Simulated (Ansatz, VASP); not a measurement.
**Ta: VASP beside Ansatz**

```xyz
1
Lattice="-1.6607 1.6607 1.6607 1.6607 -1.6607 1.6607 1.6607 1.6607 -1.6607" Properties=species:S:1:pos:R:3 pbc="T T T"
Ta    0.0000    0.0000    0.0000
```

Alike in both runs: task single point; functional PBE; k mesh 13 × 13 × 13; occupations methfessel-paxton of order 1, width 0.01 eV; no spin polarisation.

```csv
,VASP,Ansatz
version,VASP 6.6.1,Ansatz 0.2.0
potentials or method,"VASP PAW PBE potentials, release 64 (Ta_pv), cutoff 520 eV","plane waves (420 eV) with PAW, scalar-relativistic"
valence electrons in the cell,11,13
```

Ansatz gave:

* pressure (GPa): 0.3

Question: Estimate VASP's values.

Answer: Pressure (GPa): 0.5.

VASP's potentials hold 11 valence electrons a cell and Ansatz's 13, so a difference there can come from the potentials and not from the codes.

Neither program's run includes spin-orbit coupling.
